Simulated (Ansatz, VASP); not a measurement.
One calculation of AlCo, two programs

File POSCAR:

```
AlCo
1.0
    2.7955279993      0.0000000000      0.0000000000
    0.0000000000      2.7955279993      0.0000000000
    0.0000000000      0.0000000000      2.7955279993
Al Co
1 1
Direct
    0.0000000000      0.0000000000      0.0000000000
    0.5000000000      0.5000000000      0.5000000000
```

INCAR.step1

```
SYSTEM = AlCo
PREC = Accurate ; ENCUT = 520
ISMEAR = 0 ; SIGMA = 0.1
LREAL = .False. ; LASPH = .True.
NELM = 150 ; ISPIN = 2
MAGMOM = 0 0.16 ; LMAXMIX = 4
NBANDS = 17 ; GGA = PE
ALGO = Normal ; EDIFF = 1E-4
LWAVE = .True. ; LCHARG = .False.
```

Contents of INCAR.step2:

```
SYSTEM = AlCo
PREC = Accurate ; ENCUT = 520
EDIFF = 1E-6 ; ISMEAR = 0
SIGMA = 0.1 ; LREAL = .False.
LASPH = .True. ; NELM = 150
ALGO = Normal ; ISIF = 2
LWAVE = .False. ; LCHARG = .False.
ISPIN = 2 ; MAGMOM = 0 0.16
LORBIT = 11 ; LMAXMIX = 4
METAGGA = R2SCAN ; LMIXTAU = .True.
NBANDS = 17 ; ISTART = 1
```

KPOINTS

```
regular mesh
0
Gamma
  14 14 14
  0 0 0
```

Input for Ansatz:

```yaml
crystal:
  lattice:
    - [2.7955279993, 0.0, 0.0]
    - [0.0, 2.7955279993, 0.0]
    - [0.0, 0.0, 2.7955279993]
  atoms:
    - { symbol: Al, position: [0.0, 0.0, 0.0] }
    - { symbol: Co, position: [0.5, 0.5, 0.5], spin: 0.16 }
basis:
  ecutwfc: 500
kpoints:
  mp_grid: { grid: [14, 14, 14] }
hamiltonian:
  xc: r2scan
scf:
  occupations: { method: gaussian, width: 0.1 }
output:
  forces: true
  stress: true
  eigenvalues: true
  populations: true
  write_density: true
  write_potential: true
  elf: true
  volumetric_format: npy
magnetization:
  spin_polarized: true
```

Alike in both runs: task single point; functional r2SCAN; k mesh 14 × 14 × 14; occupations gaussian, width 0.1 eV; collinear spin.

|  | VASP | Ansatz |
| --- | --- | --- |
| version | VASP 6.6.1 | Ansatz 0.2.0 |
| potentials or method | VASP PAW PBE potentials, release 64 (Al, Co), cutoff 520 eV | scalar-relativistic, plane waves, PAW |
| valence electrons in the cell | 12 | 20 |

|  | VASP | Ansatz | Ansatz less VASP |
| --- | --- | --- | --- |
| gap on the k mesh at the Fermi level (eV) | none | none | - |
| pressure (GPa) | 5.9 | 6.2 | +0.32 |
| net moment per atom (μB) | 0.00 | 0.00 | 0.000 |

VASP's potentials were made for PBE, not for r2SCAN. A gap of «none» marks a metal or a gap that the smearing closes. The functional is the same, so the differences come from potentials, cutoffs and numerics. VASP's potentials hold 12 valence electrons a cell and Ansatz's 20, so a difference there can come from the potentials and not from the codes. Ansatz's warnings: seeded moment not kept, stability check not made.
